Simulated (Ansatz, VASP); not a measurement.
# Al2O3: VASP beside Ansatz

Contents of INCAR:

```
SYSTEM = Al2O3
PREC = Accurate
ENCUT = 520
EDIFF = 1E-7
ISMEAR = 0
SIGMA = 0.05
LREAL = .False.
LASPH = .True.
NELM = 80
ALGO = Normal
ISIF = 2
LWAVE = .False.
LCHARG = .True.
GGA = PE
IVDW = 12
LELF = .True.
LVHAR = .True.
NBANDS = 20
```

KPOINTS

```
regular mesh
0
Gamma
  9 9 4
  0 0 0
```

The input POSCAR:

```
Al2O3
1.0
    2.8385000000      0.0000000000      0.0000000000
   -1.4192500000      2.4582131086      0.0000000000
    0.0000000000      0.0000000000      6.8585000000
Al O
2 3
Direct
    0.0000000000      0.0000000000      0.1907358529
    0.0000000000      0.0000000000      0.8092641471
    0.3333333333      0.6666666667      0.2840924954
    0.6666666667      0.3333333333      0.0000000000
    0.3333333333      0.6666666667      0.7159075046
```

Input for Ansatz:

```yaml
crystal:
  lattice:
    - [2.8385, 0.0, 0.0]
    - [-1.41925, 2.4582131086, 0.0]
    - [0.0, 0.0, 6.8585]
  atoms:
    - { symbol: Al, position: [0.0, 0.0, 0.1907358529] }
    - { symbol: Al, position: [0.0, 0.0, 0.8092641471] }
    - { symbol: O, position: [0.3333333333, 0.6666666667, 0.2840924954] }
    - { symbol: O, position: [0.6666666667, 0.3333333333, 0.0] }
    - { symbol: O, position: [0.3333333333, 0.6666666667, 0.7159075046] }
basis:
  ecutwfc: 520.0
kpoints:
  mp_grid: { grid: [9, 9, 4] }
hamiltonian:
  xc: pbe
  pseudopotentials: { kind: paw, azcp: { folder: soft_1 } }
  dispersion: d3bj
scf:
  occupations: { method: gaussian, width: 0.05 }
output:
  forces: true
  stress: true
  eigenvalues: true
  write_density: true
  write_potential: true
  elf: true
  volumetric_format: npy
```

Alike in both runs: task single point; functional PBE; dispersion D3(BJ); k mesh 9 × 9 × 4; occupations gaussian, width 0.05 eV; no spin polarisation.

```csv
,VASP,Ansatz
version,VASP 6.6.1,Ansatz 0.2.0
potentials or method,"VASP PAW PBE potentials, release 64 (Al, O), cutoff 520 eV","scalar-relativistic, plane waves, PAW"
valence electrons in the cell,24,24
```

```tsv
	VASP	Ansatz	Ansatz less VASP
gap on the k mesh at the Fermi level (eV)	4.67	4.70	+0.025
least direct gap on the mesh (eV)	4.79	4.81	+0.023
pressure (GPa)	14.5	14.3	-0.14
traceless stress, the component that is largest in VASP (GPa)	6.58	6.91	+0.335
rms of the force components (eV/Å)	0.444	0.444	+0.0005
```

Atom by atom the forces differ by 0.017 eV/Å (rms over components).
